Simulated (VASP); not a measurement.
A run of VASP 6.6.1 is set up as follows.

POSCAR

```
MgB15N15
1.0
   -3.6241103844      3.6241103844     -3.6241103844
    3.6241103844      3.6241103844      3.6241103844
    3.6241103844     -3.6241103844     -3.6241103844
B Mg N
15 1 15
Direct
   -0.0054315652     -0.0051565760     -0.0216696841
    0.0082216797      0.2542055194      0.7573481480
    0.0082209004      0.5075250713      0.5040240317
   -0.0054330746      0.7285036811      0.2446580816
    0.2539297786      0.0085002721      0.7573459937
    0.2539257709      0.5075267638      0.2583136714
    0.2497869760      0.7516036383      0.0014200960
    0.5072439755      0.0084978320      0.5040217473
    0.5072467768      0.2542067386      0.2583146898
    0.4979436993      0.4982244044      0.0021748727
    0.4979458723      0.7523534517      0.7480390618
    0.7282258173     -0.0051534869      0.2446625832
    0.7513264419      0.2500693409      0.0014213965
    0.7520737666      0.4982195312      0.7480349219
    0.7513272511      0.7516061351      0.4998838857
    0.1832467260      0.1835135079      0.4333582305
   -0.0003886273      0.2505168556      0.0068923423
    0.0076586617      0.5054241829      0.7552389631
   -0.0003842175      0.7570783321      0.5003343938
    0.2502380997     -0.0001116258      0.0068875506
    0.2524919628      0.2527730387      0.7800121823
    0.2524885524      0.5301870847      0.5025821622
    0.2502399219      0.7570735263      0.2497064385
    0.5051498604      0.0079367753      0.7552431011
    0.5299080642      0.2527710803      0.5025812468
    0.5051462106      0.5054267557      0.2577549268
    0.5007941721      0.7510277839      0.0008430246
    0.7567986783     -0.0001097526      0.5003325959
    0.7567995857      0.2505195718      0.2497066613
    0.7507480301      0.5010693516      0.0008435732
    0.7507480111      0.7510265596      0.7508853496
```

Contents of INCAR.step1:

```
  PREC = Accurate
  ENCUT = 520
  EDIFF = 1E-5
  ISMEAR = -1
  SIGMA = 0.01
  LREAL = Auto
  LASPH = True
  NELM = 60
  ALGO = Normal
  ISIF = 2
  LWAVE = True
  NBANDS = 82
  GGA = PE
```

File INCAR.step2:

```
  PREC = Accurate
  ENCUT = 520
  EDIFF = 1E-6
  ISMEAR = -1
  SIGMA = 0.01
  LREAL = Auto
  LASPH = True
  NELM = 60
  ALGO = Normal
  ISIF = 2
  LWAVE = False
  LCHARG = True
  GGA = PE
  LHFCALC = True
  HFSCREEN = 0.2079
  PRECFOCK = Fast
  LELF = True
  LVHAR = True
  NBANDS = 82
  ISTART = 1
```

File KPOINTS:

```
Automatic mesh
0
Gamma
  1 1 1
  0.25 0.25 0.25
```

Potentials or basis: VASP PAW PBE potentials, release 64 (B, Mg, N).

Run with:

```console
$ cat potpaw_PBE.64/B/POTCAR potpaw_PBE.64/Mg/POTCAR potpaw_PBE.64/N/POTCAR > POTCAR
$ cp INCAR.step1 INCAR
$ mpirun -np 1 vasp_std > vasp.out
$ cp INCAR.step2 INCAR
$ mpirun -np 1 vasp_std > vasp.out
```

(1) What does it give for the pressure?

(2) Estimate the largest force.

(3) Estimate the band gap on the k mesh.

## Answers

(1) 2.9 GPa.

(2) 0.319 eV/Å.

(3) 5.39 eV.

Caveat: the k points lie up to 1.23 Å⁻¹ apart, too coarse for converged energies, forces and pressures; the PAW data sets were made with another functional, which shifts forces and pressure a little.
